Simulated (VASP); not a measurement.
# BaHfO3 in VASP: notebook, part 2 of 2

VASP 6.6.1. The steps go on from the part before.

## (3) Relaxation of cell and atoms, PBE+D3(BJ)

This run uses another cell than the first one, of 14.50 Å³/atom.

INCAR reads:

```
SYSTEM = BaHfO3
PREC     = Accurate       ! precision mode
ENCUT    = 600            ! plane-wave cutoff, eV
EDIFF    = 1E-7           ! SCF threshold, eV
ISMEAR   = 0              ! smearing method
SIGMA    = 0.02           ! smearing width, eV
LREAL    = .FALSE.        ! projectors in reciprocal space
LASPH    = .TRUE.         ! aspherical terms in the spheres
NELM     = 100            ! most SCF steps
ALGO     = Normal         ! electronic algorithm
ISIF     = 3              ! what is computed and relaxed
LWAVE    = .FALSE.        ! write WAVECAR
LCHARG   = .FALSE.        ! write CHGCAR
GGA      = PE             ! functional
IVDW     = 12             ! dispersion correction
IBRION   = 2              ! ionic algorithm
NSW      = 100            ! ionic steps
EDIFFG   = -0.01          ! ionic threshold
```

KPOINTS reads:

```
regular mesh
0
G
  6 6 6
  0 0 0
```

POSCAR reads:

```
BaHfO3
1.0
    4.1695666300      0.0000000000      0.0000000000
    0.0000000000      4.1695666300      0.0000000000
    0.0000000000      0.0000000000      4.1703767800
Ba Hf O
1 1 3
Direct
    0.5000000000      0.5000000000      0.9964249700
    0.0000000000      0.0000000000      0.4978753300
    0.0000000000      0.5000000000      0.4988901300
    0.5000000000      0.0000000000      0.4988901300
    0.0000000000      0.0000000000      0.9979412000
```

Potentials or basis: VASP PAW PBE potentials, release 64 (Ba_sv, Hf_pv, O).

Run with:

```console
cat potpaw_PBE.64/Ba_sv/POTCAR potpaw_PBE.64/Hf_pv/POTCAR potpaw_PBE.64/O/POTCAR > POTCAR
mpirun -np 1 vasp_std > vasp.out
```

OUTCAR:

```text
SYSTEM = BaHfO3
   PREC = Accurate
   ENCUT = 600
   EDIFF = 1E-7
   ISMEAR = 0
   LREAL = .FALSE.
   LASPH = .TRUE.
   NELM = 100
   ISIF = 3
   GGA = PE
   IVDW = 12
   IBRION = 2
   NSW = 100
   EDIFFG = -0.01
 IVDW          = 12

 ion  position               nearest neighbor table
   1  0.500  0.500  0.996-   3 2.94   4 2.94   4 2.94   3 2.94   5 2.95   5 2.95   5 2.95   5 2.95
                             3 2.96   4 2.96   4 2.96   3 2.96   2 3.61   2 3.61   2 3.61   2 3.61
   2  0.000  0.000  0.498-   3 2.08   4 2.08   3 2.08   4 2.08   5 2.08   5 2.09   1 3.61   1 3.61
                             1 3.61   1 3.61   1 3.61   1 3.61   1 3.61   1 3.61
   3  0.000  0.500  0.499-   2 2.08   2 2.08   1 2.94   1 2.94   1 2.96   1 2.96
   4  0.500  0.000  0.499-   2 2.08   2 2.08   1 2.94   1 2.94   1 2.96   1 2.96
   5  0.000  0.000  0.998-   2 2.08   2 2.09   1 2.95   1 2.95   1 2.95   1 2.95

  LATTYP: Found a simple tetragonal cell.
 ALAT       =     4.1695666300
 C/A-ratio  =     1.0001943008

  Lattice vectors:

 A1 = (   4.1695666300,   0.0000000000,   0.0000000000)
 A2 = (   0.0000000000,   4.1695666300,   0.0000000000)
 A3 = (   0.0000000000,   0.0000000000,   4.1703767800)

Analysis of symmetry for initial positions (statically):
=====================================================================
 Subroutine PRICEL returns:
 Original cell was already a primitive cell.

 Routine SETGRP: Setting up the symmetry group for a
 simple tetragonal supercell.

[... 158 lines left out ...]
  energy-cutoff  :      600.00
  volume of cell :       72.50
 maximum number of plane-waves:      2469
 NGX is ok and might be reduce to    36
   NGX = 17   NGY = 17   NGZ = 17

--------------------------------------- Ionic step        1  -------------------------------------------

 number of electron      38.0000001 magnetization

 Free energy of the ion-electron system (eV)
  ---------------------------------------------------
  ext. energy  EPLUGINS =         0.00000000
  ---------------------------------------------------
  free energy    TOTEN  =       -43.54565647 eV

  energy without entropy =      -43.54565647  energy(sigma->0) =      -43.54565647

------------------------ aborting loop because EDIFF is reached ----------------------------------------

 Edisp (eV)   -1.16971

 E8    (eV) :    -0.5548
[... 292 lines left out ...]
--------------------------------------- Ionic step        8  -------------------------------------------

 number of electron      38.0000004 magnetization

 Free energy of the ion-electron system (eV)
  ---------------------------------------------------
  ext. energy  EPLUGINS =         0.00000000
  ---------------------------------------------------
  free energy    TOTEN  =       -43.55409580 eV

  energy without entropy =      -43.55409580  energy(sigma->0) =      -43.55409580

 E-fermi :   2.5413     XC(G=0): -10.8191

 val. band max:        2.4344424905   @ k =   0.5000   0.5000   0.5000
 cond. band min:       6.0103937261   @ k =   0.0000   0.0000   0.0000
 fundamental gap:      3.5759512356
 Fermi energy:         2.5412871727

 k-point     1 :       0.0000    0.0000    0.0000
  band No.  band energies     occupation
      1     -26.3659      2.00000
      2     -26.3659      2.00000
      3     -26.3658      2.00000
      4     -22.8274      2.00000
      5     -14.2353      2.00000
      6     -13.7001      2.00000
[... 613 lines left out ...]
     22       8.9966      0.00000
     23       9.3436      0.00000

 [... further k-points ...]

------------------------ aborting loop because EDIFF is reached ----------------------------------------

 Edisp (eV)   -1.16251

 E8    (eV) :    -0.5514
[... 28 lines left out ...]
  FREE ENERGIE OF THE ION-ELECTRON SYSTEM (eV)
  ---------------------------------------------------
  free  energy   TOTEN  =       -44.7166021978 eV

  energy  without entropy=      -44.7166021978  energy(sigma->0) =      -44.71660220

 reached required accuracy - stopping structural energy minimisation
```

OSZICAR:

```text
N       E                     dE             d eps       ncg     rms          rms(c)
DAV:   1     0.245125252965E+03    0.24513E+03   -0.22495E+04  1840   0.177E+03
[... 73 lines left out ...]
DAV:   1    -0.435541039098E+02   -0.40305E-03   -0.85348E-03  1840   0.661E-01    0.855E-02
DAV:   2    -0.435541008275E+02    0.30823E-05   -0.24667E-04  2361   0.110E-01    0.252E-02
DAV:   3    -0.435540972430E+02    0.35845E-05   -0.84894E-06  2552   0.211E-02    0.152E-02
DAV:   4    -0.435540963125E+02    0.93057E-06   -0.34481E-06  2688   0.136E-02    0.969E-03
DAV:   5    -0.435540960291E+02    0.28339E-06   -0.21722E-07  1796   0.337E-03    0.443E-03
DAV:   6    -0.435540957784E+02    0.25066E-06   -0.31089E-08  1389   0.140E-03    0.702E-04
DAV:   7    -0.435540957972E+02   -0.18742E-07   -0.62933E-09  1291   0.513E-04
   8 F= -.44716602E+02 E0= -.44716602E+02  d E =-.312028E-04
```

CONTCAR:

```text
BaHfO3
   1.00000000000000
     4.1781100375682936    0.0000000000000000    0.0000000000000000
     0.0000000000000000    4.1781100375682936    0.0000000000000000
     0.0000000000000000    0.0000000000000000    4.1782386353188512
  Ba              Hf              O
     1     1     3
Direct
     0.5000000000000000    0.5000000000000000    0.9976497766334612
     0.0000000000000000    0.0000000000000000    0.4977781531344794
     0.0000000000000000    0.5000000000000000    0.4982413626240923
     0.5000000000000000    0.0000000000000000    0.4982413626240923
     0.0000000000000000    0.0000000000000000    0.9981111049838723

  0.00000000E+00  0.00000000E+00  0.00000000E+00
  0.00000000E+00  0.00000000E+00  0.00000000E+00
  0.00000000E+00  0.00000000E+00  0.00000000E+00
  0.00000000E+00  0.00000000E+00  0.00000000E+00
  0.00000000E+00  0.00000000E+00  0.00000000E+00
```

Wall time 4.1 min (1 thread of AMD EPYC 9R14 (Zen 4), shared host); peak memory 0.25 GiB.

Results:

```
Free energy                           : -44.7166 eV
Relaxed volume                        : 14.59 Å³/atom
Relaxed cell                          : a = 4.178 Å, b = 4.178 Å, c = 4.178 Å, α = 90.00°, β = 90.00°, γ = 90.00°
Space group after relaxing (to 0.1 Å) : Pm-3m (No. 221)
Energy gained by relaxing             : 0.2 meV/atom
Ionic steps                           : 8
Pressure after relaxing               : -0.1 GPa
Largest force after relaxing          : 0.008 eV/Å
Band gap on the k mesh                : 3.58 eV (least direct gap 3.80 eV)
Dispersion energy per atom            : -0.233 eV
```

Forces in eV/Å, atoms in the order of the input:
```
Ba   0.000  0.000  0.003
Hf   0.000  0.000  0.008
O    0.000  0.000 -0.003
O    0.000  0.000 -0.003
O    0.000  0.000 -0.005
```

Step by step:
| step | energy change (eV) | largest force (eV/Å) | pressure (GPa) | volume (Å³) |
| --- | --- | --- | --- | --- |
| 1 | 0.0000 | 0.0245 | 0.92 | 72.50 |
| 2 | 0.0004 | 0.0165 | -1.05 | 73.38 |
| 3 | -0.0012 | 0.0206 | -0.02 | 72.91 |
| 4 | -0.0012 | 0.0207 | 0.01 | 72.90 |
| 5 | -0.0012 | 0.0167 | 0.02 | 72.90 |
| 6 | -0.0012 | 0.0158 | 0.02 | 72.89 |
| 7 | -0.0012 | 0.0107 | -0.02 | 72.91 |
| 8 | -0.0012 | 0.0075 | -0.08 | 72.94 |

Final structure:
```xyz
5
Lattice="4.1781 0.0000 0.0000 0.0000 4.1781 0.0000 0.0000 0.0000 4.1782" Properties=species:S:1:pos:R:3 pbc="T T T"
Ba    2.0891    2.0891    4.1684
Hf    0.0000    0.0000    2.0798
O     0.0000    2.0891    2.0818
O     2.0891    0.0000    2.0818
O     0.0000    0.0000    4.1703
```

Caveat: spin-orbit coupling is left out, which moves the levels of the heavy elements.

## (4) Single point, PBE+D3(BJ)

This run uses another cell than the first one, of 14.50 Å³/atom.

INCAR reads:

```
SYSTEM = BaHfO3
PREC = Accurate
ENCUT = 520
EDIFF = 1E-7
ISMEAR = 0
SIGMA = 0.1
LREAL = .False.
LASPH = .True.
NELM = 100
ALGO = Normal
ISIF = 2
LWAVE = .False.
LCHARG = .True.
GGA = PE
IVDW = 12
LELF = .True.
LVHAR = .True.
NBANDS = 27
```

KPOINTS reads:

```
regular mesh
0
Gamma
  4 4 4
  0 0 0
```

POSCAR is that of step 3.

Run with:

```console
cat potpaw_PBE.64/Ba_sv/POTCAR potpaw_PBE.64/Hf_pv/POTCAR potpaw_PBE.64/O/POTCAR > POTCAR
mpirun -np 1 vasp_std > vasp.out
```

It took 22 s on 1 thread of AMD EPYC 9R14 (Zen 4), shared host; peak memory 0.18 GiB.

Results (log left out):

* Free energy: -44.6975 eV
* Pressure: 1.1 GPa
* Largest force: 0.024 eV/Å
* Band gap on the k mesh: 3.58 eV (least direct gap 3.79 eV)
* Dispersion energy per atom: -0.234 eV

Forces on the atoms (eV/Å):
```
Ba   0.000  0.000  0.024
Hf   0.000  0.000 -0.017
O    0.000  0.000 -0.014
O    0.000  0.000 -0.014
O    0.000  0.000  0.020
```

Levels at points of the mesh, in eV from the valence-band top:
| k point | band 17 | band 18 | band 19 | band 20 | band 21 | band 22 |
| --- | --- | --- | --- | --- | --- | --- |
| (0.00, 0.00, 0.00) | -0.21 | -0.21 | -0.21 | 3.58 | 3.58 | 3.58 |
| (0.50, 0.00, 0.00) | -1.69 | -0.52 | -0.52 | 4.15 | 6.37 | 6.37 |
| (0.50, 0.50, 0.00) | -0.92 | -0.92 | -0.08 | 6.27 | 6.27 | 6.61 |
| (0.00, 0.00, 0.50) | -1.69 | -0.52 | -0.52 | 4.15 | 6.37 | 6.37 |
| (0.50, 0.00, 0.50) | -0.93 | -0.93 | -0.08 | 6.26 | 6.27 | 6.61 |
| (0.50, 0.50, 0.50) | 0.00 | 0.00 | 0.00 | 6.04 | 6.04 | 6.04 |

Caveat: spin-orbit coupling is left out, which moves the levels of the heavy elements.

## (5) The runs side by side

```tsv
task	cell	k mesh	cutoff (eV)	smearing	gap on the mesh (eV)	pressure (GPa)	largest force (eV/Å)
single point	a = 4.183 Å, 5 atoms	6 × 6 × 6	520	gaussian 0.02 eV	3.57	-0.5	-
relaxation of cell and atoms	relaxed from a = 4.170, b = 4.170, c = 4.170 Å, 5 atoms	6 × 6 × 6	600	gaussian 0.02 eV	3.58	-0.1	0.01
single point	a = 4.170, b = 4.170, c = 4.170 Å, 5 atoms	4 × 4 × 4	520	gaussian 0.1 eV	3.58	1.1	0.02
```

Alike in all rows: level PBE+D3(BJ); potentials or basis VASP PAW PBE potentials, release 64 (Ba_sv, Hf_pv, O); no spin polarisation.

Caveats: spin-orbit coupling is left out, which moves the levels of the heavy elements.

Absolute energies hang on the potentials; compare differences alone.
